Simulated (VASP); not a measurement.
Crystal: TiC.

```
Ti C
1.0
     3.06361    0.00000    0.00000
    -1.53181    2.65317    0.00000
     0.00000    0.00000    5.00387
Ti C
2 2
Cartesian
  0.0000 0.0000 0.0000
  0.0000 1.7688 2.5019
  1.5318 0.8844 1.2510
  1.5318 0.8844 3.7529
```

```yaml
Program: VASP 6.6.1
Task: relaxation of cell and atoms
Functional: PBE
Potentials_or_basis: VASP PAW PBE potentials, release 64 (Ti_sv, C)
Cutoff: 600 eV
k_mesh: 12 × 12 × 9
Occupations: gaussian, width 0.1 eV
Spin: no spin polarisation
```

At the start: pressure 1.1 GPa; volume 10.17 Å³/atom.

Q: How do energy, volume and symmetry change on relaxing?

A: Over 8 steps the energy falls by 35.8 meV/atom and the volume is 10.16 Å³/atom (-0.1 %); space group P6_3/mmc (No. 194, to 0.1 Å) before and after.

Step by step:
```
step  energy change (eV)  largest force (eV/Å)  pressure (GPa)  volume (Å³)
   1              0.0000                0.0000            1.13        40.67
   2             -0.1226                0.0000           -1.83        41.05
   3             -0.1363                0.0000           -2.79        41.17
   4             -0.1375                0.0000           -3.06        41.20
   5             -0.1342                0.0000            4.23        39.98
   6             -0.1432                0.0000            0.07        40.66
   7             -0.1432                0.0000            0.13        40.65
   8             -0.1433                0.0000            0.08        40.65
```

Final structure:
```
CELL_PARAMETERS angstrom
3.15835 0.00000 0.00000
-1.57918 2.73521 0.00000
0.00000 0.00000 4.70572
ATOMIC_POSITIONS crystal
Ti 0.00000 0.00000 0.00000
Ti 0.33333 0.66667 0.50000
C 0.66667 0.33333 0.25000
C 0.66667 0.33333 0.75000
```
